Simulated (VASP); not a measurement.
Input of a VASP 6.6.1 run:

Contents of INCAR:

```
SYSTEM = ZnS
PREC = Accurate
ENCUT = 520
EDIFF = 1E-6
ISMEAR = 0
SIGMA = 0.05
LREAL = .False.
LASPH = .True.
NELM = 60
ALGO = Normal
ISIF = 2
LWAVE = .False.
LCHARG = .True.
GGA = PE
LELF = .True.
LVHAR = .True.
NBANDS = 16
```

File KPOINTS:

```
Automatic mesh
0
Gamma
  8 8 8
  0 0 0
```

Contents of POSCAR:

```
ZnS
1.0
    0.0000000000      2.7215639846      2.7215639846
    2.7215639846      0.0000000000      2.7215639846
    2.7215639846      2.7215639846      0.0000000000
Zn S
1 1
Direct
    0.0000000000      0.0000000000      0.0000000000
    0.8602307356      0.8602307356      0.4838794631
```

Potentials or basis: VASP PAW PBE potentials, release 64 (Zn, S).

Command:

```bash
$ cat potpaw_PBE.64/Zn/POTCAR potpaw_PBE.64/S/POTCAR > POTCAR
$ mpirun -np 1 vasp_std > vasp.out
```

Q: What does it give for the band gap on the k mesh?

A: 1.76 eV.

Q: What does it give for the largest force?

A: 37.412 eV/Å.

Stress tensor (GPa, compression positive):
```
 79.86  80.48 -67.26
 80.48  79.86 -67.26
-67.26 -67.26  52.64
```

Caveat: the cell differs from its parent crystal (atom 2 (S) moved by (-0.600, +0.600) A along [1 1 0] and z); atoms lie so close that the PAW spheres overlap strongly, which falsifies energies and pressures; the cell stands under pressure; forces of over 1 eV/Å act on the atoms, so gaps and moduli don't describe the material at rest. A k mesh can miss the band edges.
